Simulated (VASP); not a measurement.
Sr2TeS, 4 atoms in the cell. It takes space group R-3m (No. 166, trigonal). The conventional cell has a = 4.493 Å, b = 4.493 Å, c = 22.203 Å, α = 90.00°, β = 90.00°, γ = 120.00°. Within 4.1 Å of S (site symmetry -3m) lie 6 Sr at 3.09 Å. Within 4.3 Å of Te (site symmetry -3m) lie 6 Sr at 3.29 Å. Sr (site symmetry 3m) has 3 S at 3.09 Å and 3 Te at 3.29 Å and 3 Sr at 4.24 Å within 4.3 Å. 

```yaml
Program: VASP 6.6.1
Task: single point
Functional: PBE
Potentials_or_basis: VASP PAW PBE potentials, release 64 (S, Te, Sr_sv)
Cutoff: 520 eV
k_mesh: 6 × 6 × 6
Occupations: gaussian, width 0.01 eV
Spin: no spin polarisation
Dipole_correction: no
Further_INCAR_settings: ALGO = Normal; EDIFF = 1e-06; NBANDS = 24
```

Potentials or basis: VASP PAW PBE potentials, release 64 (S, Te, Sr_sv).

Launch:

```sh
$ cat potpaw_PBE.64/S/POTCAR potpaw_PBE.64/Te/POTCAR potpaw_PBE.64/Sr_sv/POTCAR > POTCAR
$ mpirun -np 1 vasp_std > vasp.out
```

Hardware: 1 thread of Intel(R) Xeon(R) Platinum 8488C (Sapphire Rapids) (shared host).

Question: Estimate the wall time of this run.

Answer: Wall time 4.3 min on 1 thread of Intel(R) Xeon(R) Platinum 8488C (Sapphire Rapids) (shared host), peak memory 0.52 GiB. Counts: scf iterations 14, k points 32.
